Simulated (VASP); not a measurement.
# ZnO (zincite) (P6_3mc) in VASP: settings compared, part 3 of 3

VASP 6.6.1. The steps go on from the part before.

## 5. Relaxation of cell and atoms, PBEsol+D3(BJ)

This run uses another cell than the first one, of 11.90 Å³/atom, 1.028 times its volume.

Input file INCAR:

```
PREC = Accurate
ENCUT = 600
EDIFF = 1E-6
ISMEAR = -1
SIGMA = 0.05
LREAL = F
LASPH = T
NELM = 100
ALGO = Normal
ISIF = 3
LWAVE = F
LCHARG = F
GGA = PS
IVDW = 12
IBRION = 2
NSW = 60
EDIFFG = -0.01
```

Input file KPOINTS:

```
regular mesh
0
Gamma
  9 9 5
```

Input file POSCAR:

```
ZnO
1.0
    3.2493080000      0.0000000000      0.0000000000
   -1.6246540000      2.8139832727      0.0000000000
    0.0000000000      0.0000000000      5.2057090000
Zn O
2 2
Direct
    0.6666666667      0.3333333333      0.0000000000
    0.3333333333      0.6666666667      0.5000000000
    0.3333333333      0.6666666667      0.8790100000
    0.6666666667      0.3333333333      0.3790100000
```

The run is started by

```sh
$ cat potpaw_PBE.64/Zn/POTCAR potpaw_PBE.64/O/POTCAR > POTCAR
$ mpirun -np 1 vasp_std > vasp.out
```

It took 3.7 min on 1 thread of AMD EPYC 7R43 (Zen 3), shared host; peak memory 0.18 GiB.

The run converged. Its results:

```
Free energy                            : -20.1572 eV
Relaxed volume                         : 11.64 Å³/atom
Relaxed cell                           : a = 3.220 Å, b = 3.220 Å, c = 5.186 Å, α = 90.00°, β = 90.00°, γ = 120.00°
Space group after relaxing (to 0.05 Å) : P6_3mc (No. 186)
Energy gained by relaxing              : 3.0 meV/atom
Ionic steps                            : 7
Pressure after relaxing                : -0.1 GPa
Largest force after relaxing           : 0.010 eV/Å
Band gap on the k mesh                 : 0.71 eV, direct
Dispersion energy per atom             : -0.187 eV
```

Forces in eV/Å, atoms in the order of the input:
```
Zn   0.000  0.000  0.010
Zn   0.000  0.000  0.010
O    0.000  0.000 -0.010
O    0.000  0.000 -0.010
```

Stress tensor (GPa, compression positive):
```
-0.12  0.00  0.00
 0.00 -0.12  0.00
 0.00  0.00 -0.01
```

The path:
```
step  energy change (eV)  largest force (eV/Å)  pressure (GPa)  volume (Å³)
   1              0.0000                0.0657           -3.19        47.60
   2             -0.0084                0.0354            1.97        45.98
   3             -0.0118                0.0027            0.06        46.53
   4             -0.0118                0.0042            0.06        46.55
   5             -0.0119                0.0129           -0.10        46.57
   6             -0.0119                0.0119           -0.06        46.57
   7             -0.0119                0.0098           -0.08        46.57
```

Final structure:
```
Zn O
1.0
     3.22026    0.00000    0.00000
    -1.61013    2.78882    0.00000
     0.00000    0.00000    5.18562
Zn O
2 2
Direct
  0.66667 0.33333 0.99958
  0.33333 0.66667 0.49958
  0.33333 0.66667 0.87943
  0.66667 0.33333 0.37943
```

Levels at points of the mesh, in eV from the valence-band top:
```
           k point  band 15  band 16  band 17  band 18  band 19  band 20  band 21  band 22
(0.00, 0.00, 0.00)    -0.82    -0.10     0.00     0.00     0.71     5.19     8.16    12.87
```

Caveat: the PAW data sets were made with another functional, which shifts forces and pressure a little.

## 6. Relaxation of cell and atoms, PBEsol+D4

This run uses another cell than the first one, of 11.90 Å³/atom, 1.028 times its volume.

Input file INCAR:

```
SYSTEM = ZnO
PREC = Accurate ; ENCUT = 600
EDIFF = 1E-6 ; ISMEAR = -1
SIGMA = 0.05 ; LREAL = .False.
LASPH = .True. ; NELM = 60
ALGO = Normal ; ISIF = 3
LWAVE = .False. ; LCHARG = .False.
GGA = PS ; IVDW = 13
IBRION = 2 ; NSW = 60
EDIFFG = -0.01
```

Input file KPOINTS:

```
regular mesh
0
Gamma
  9 9 5
  0 0 0
```

POSCAR is that of step 5.

Potentials or basis: VASP PAW PBE potentials, release 64 (Zn, O).

The run is started by

```sh
$ cat potpaw_PBE.64/Zn/POTCAR potpaw_PBE.64/O/POTCAR > POTCAR
$ mpirun -np 1 vasp_std > vasp.out
```

Wall time 6.5 min (1 thread of AMD EPYC 7R43 (Zen 3), shared host); peak memory 0.17 GiB.

Results (log left out):

* Free energy: -19.9630 eV
* Relaxed volume: 11.68 Å³/atom
* Relaxed cell: a = 3.222 Å, b = 3.222 Å, c = 5.194 Å, α = 90.00°, β = 90.00°, γ = 120.00°
* Space group after relaxing (to 0.05 Å): P6_3mc (No. 186)
* Energy gained by relaxing: 2.1 meV/atom
* Ionic steps: 12
* Pressure after relaxing: 0.1 GPa
* Largest force after relaxing: 0.004 eV/Å
* Band gap on the k mesh: 0.70 eV, direct
* Dispersion energy per atom: -0.138 eV

Forces on the atoms (eV/Å):
```
Zn   0.000  0.000  0.004
Zn   0.000  0.000  0.004
O    0.000  0.000 -0.004
O    0.000  0.000 -0.004
```

Stress tensor (GPa, compression positive):
```
0.05 0.00 0.00
0.00 0.05 0.00
0.00 0.00 0.14
```

The path:
```csv
step,energy change (eV),largest force (eV/Å),pressure (GPa),volume (Å³)
1,0.0000,0.0656,-2.58,47.60
2,-0.0060,0.0347,1.53,46.29
3,-0.0081,0.0023,0.09,46.73
4,-0.0081,0.0037,0.08,46.74
5,-0.0081,0.0050,0.02,46.76
6,-0.0082,0.0109,-0.12,46.78
7,-0.0082,0.0104,-0.09,46.78
8,-0.0082,0.0085,-0.13,46.78
9,-0.0082,0.0132,0.00,46.73
10,-0.0082,0.0127,0.13,46.73
11,-0.0082,0.0144,0.00,46.73
12,-0.0082,0.0038,0.08,46.71
```

Final structure:
```yaml
crystal:
  lattice:
    - [3.22243, 0.00000, 0.00000]
    - [-1.61122, 2.79071, 0.00000]
    - [0.00000, 0.00000, 5.19419]
  atoms:
    - { symbol: Zn, position: [0.66667, 0.33333, 0.99978] }
    - { symbol: Zn, position: [0.33333, 0.66667, 0.49978] }
    - { symbol: O, position: [0.33333, 0.66667, 0.87923] }
    - { symbol: O, position: [0.66667, 0.33333, 0.37923] }
```

Levels at points of the mesh, in eV from the valence-band top:
```csv
k point,band 15,band 16,band 17,band 18,band 19,band 20,band 21,band 22
"(0.00, 0.00, 0.00)",-0.82,-0.10,0.00,0.00,0.71,5.18,8.14,12.86
```

Caveat: the PAW data sets were made with another functional, which shifts forces and pressure a little.

## 7. The runs side by side

```tsv
task	level	cell	cutoff (eV)	gap on the mesh (eV)	pressure (GPa)	relaxed volume (Å³/atom)	largest force (eV/Å)
single point	PBEsol+D3(BJ)	a = 3.212, b = 3.212, c = 5.181 Å, angles 90.0, 90.0, 120.0°, 4 atoms	520	0.72	1.0	-	-
single point	PBEsol+D4	a = 3.216, b = 3.216, c = 5.190 Å, angles 90.0, 90.0, 120.0°, 4 atoms	520	0.71	1.1	-	-
single point	revPBE	a = 3.249, b = 3.249, c = 5.206 Å, angles 90.0, 90.0, 120.0°, 4 atoms	520	0.86	9.4	-	0.08
relaxation of cell and atoms	PBEsol+D3(BJ)	relaxed from a = 3.249, b = 3.249, c = 5.206 Å, angles 90.0, 90.0, 120.0°, 4 atoms	600	0.71	-0.1	11.64	0.01
relaxation of cell and atoms	PBEsol+D4	relaxed from a = 3.249, b = 3.249, c = 5.206 Å, angles 90.0, 90.0, 120.0°, 4 atoms	600	0.70	0.1	11.68	-
```

Alike in all rows: potentials or basis VASP PAW PBE potentials, release 64 (Zn, O); no spin polarisation; k mesh 9 × 9 × 5; smearing fermi-dirac 0.05 eV.

Caveats: the PAW data sets were made with another functional, which shifts forces and pressure a little.

Absolute energies hang on the potentials; compare differences alone.

## 8. Comparison with measurements

Step 2. Measured gap of ZnO: 3.37 eV (quoted in “Electronic structure of alkaline earth and post-transition metal oxides”, 2009, arxiv:0908.1581). This calculation gives 0.72 eV (-2.65 eV). So large a miss can be the level of theory's own, or it may mean another phase, state or a wrong row. The value is that of PBEsol+D3(BJ), without temperature or zero-point motion. Semilocal functionals fall short of measured gaps as a rule.

Step 3. Against the measured gap of ZnO, 3.37 eV (quoted in “Electronic structure of alkaline earth and post-transition metal oxides”, 2009, arxiv:0908.1581), the calculated 0.71 eV is off by -2.66 eV. So large a miss can be the level of theory's own, or it may mean another phase, state or a wrong row. The value is that of PBEsol+D4, without temperature or zero-point motion. Semilocal functionals fall short of measured gaps as a rule.
